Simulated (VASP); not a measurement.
A run of VASP 6.6.1 is set up as follows.

INCAR

```
SYSTEM = K3Mg4F12
PREC     = Accurate       ! precision mode
ENCUT    = 520            ! plane-wave cutoff, eV
EDIFF    = 1E-6           ! SCF threshold, eV
ISMEAR   = 0              ! smearing method
SIGMA    = 0.05           ! smearing width, eV
LREAL    = Auto         
LASPH    = .TRUE.         ! aspherical terms in the spheres
NELM     = 80             ! most SCF steps
ALGO     = Normal         ! electronic algorithm
ISIF     = 2              ! what is computed and relaxed
LWAVE    = .FALSE.        ! write WAVECAR
LCHARG   = .TRUE.         ! write CHGCAR
GGA      = PS             ! functional
LELF     = .TRUE.         ! ELF
LVHAR    = .TRUE.       
NELECT   = 120.0        
NBANDS   = 74             ! bands
```

File KPOINTS:

```
regular mesh
0
G
  4 4 4
  0 0 0
```

Contents of POSCAR:

```
K3Mg4F12
1.0
   -3.9908822801      3.9908822801      3.9908822801
    3.9908822801     -3.9908822801      3.9908822801
    3.9908822801      3.9908822801     -3.9908822801
K Mg F
3 4 12
Direct
   -0.4408947387     -0.4408947387      0.4999999649
   -0.0018827917      0.4981171732      0.0000000000
    0.4981171732     -0.0018827917      0.0000000000
    0.4956959041      0.4956959041     -0.0102854450
    0.0059812589      0.0059812589      0.0102854450
    0.0059812589      0.4956957788      0.4999999649
    0.4956957788      0.0059812589      0.4999999649
    0.4899330180      0.7522331628      0.2376998201
   -0.0058522147      0.2477846828      0.2463630674
    0.0145333778      0.7522331628      0.7623001097
    0.5014215804      0.2477846828      0.7536368625
    0.7522331628      0.4899330180      0.2376998201
    0.2477846828     -0.0058522147      0.2463630674
    0.2477846828      0.5014215804      0.7536368625
    0.7522331628      0.0145333778      0.7623001097
    0.2617775787      0.7400896074      0.4999999649
    0.7400896074      0.2617775787      0.4999999649
    0.7400897327      0.7400897327     -0.0216879361
    0.2617775787      0.2617775787      0.0216879361
```

Potentials or basis: VASP PAW PBE potentials, release 64 (K_sv, Mg, F).

Command:

```sh
$ cat potpaw_PBE.64/K_sv/POTCAR potpaw_PBE.64/Mg/POTCAR potpaw_PBE.64/F/POTCAR > POTCAR
$ mpirun -np 1 vasp_std > vasp.out
```

Task: Estimate the largest force.

Result: 0.706 eV/Å.

Forces on the atoms (eV/Å):
```
K    0.000  0.000 -0.706
K    0.000  0.000  0.035
K    0.000  0.000  0.035
Mg   0.059  0.059  0.047
Mg  -0.059 -0.059  0.047
Mg   0.059 -0.059  0.047
Mg  -0.059  0.059  0.047
F    0.000  0.132  0.022
F    0.000 -0.030  0.054
F    0.000 -0.132  0.022
F    0.000  0.030  0.054
F    0.132  0.000  0.022
F   -0.030  0.000  0.054
F    0.030  0.000  0.054
F   -0.132  0.000  0.022
F   -0.021  0.021  0.036
F    0.021 -0.021  0.036
F   -0.021 -0.021  0.036
F    0.021  0.021  0.036
```

Caveat: the cell carries a net charge on a neutralising background, which shifts energy and pressure; the PAW data sets were made with another functional, which shifts forces and pressure a little.
